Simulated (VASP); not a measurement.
A run of VASP 6.6.1 is set up as follows.

File POSCAR:

```
Ni
1.0
    0.0000000000      1.7671500000      1.7671500000
    1.7671500000      0.0000000000      1.7671500000
    1.7671500000      1.7671500000      0.0000000000
Ni
1
Direct
    0.0000000000      0.0000000000      0.0000000000
```

The input INCAR.step1:

```
SYSTEM = Ni
PREC = Accurate
ENCUT = 520
ISMEAR = -1
SIGMA = 0.05
LREAL = .FALSE.
LASPH = .TRUE.
NELM = 150
ISPIN = 2
MAGMOM = 1.09
NUPDOWN = 1.09
LMAXMIX = 4
NBANDS = 15
GGA = PE
ALGO = Normal
EDIFF = 1E-4
LWAVE = .TRUE.
LCHARG = .FALSE.
```

Contents of INCAR.step2:

```
SYSTEM = Ni
PREC = Accurate
ENCUT = 520
EDIFF = 1E-6
ISMEAR = -1
SIGMA = 0.05
LREAL = .FALSE.
LASPH = .TRUE.
NELM = 150
ALGO = Normal
ISIF = 2
LWAVE = .FALSE.
LCHARG = .TRUE.
ISPIN = 2
MAGMOM = 1.09
LORBIT = 11
NUPDOWN = 1.09
LMAXMIX = 4
METAGGA = R2SCAN
LMIXTAU = .TRUE.
LELF = .TRUE.
LVHAR = .TRUE.
NBANDS = 15
ISTART = 1
```

Contents of KPOINTS:

```
Automatic mesh
0
G
  11 11 11
  0 0 0
```

Potentials or basis: VASP PAW PBE potentials, release 64 (Ni).

Run with:

```bash
$ cat potpaw_PBE.64/Ni/POTCAR > POTCAR
$ cp INCAR.step1 INCAR
$ mpirun -np 1 vasp_std > vasp.out
$ cp INCAR.step2 INCAR
$ mpirun -np 1 vasp_std > vasp.out
```

(1) What does it give for the pressure?

Results:

(1) -5.0 GPa.

Caveat: the PAW data sets were made with another functional, which shifts forces and pressure a little; the total moment is fixed, so each spin has its own Fermi level.
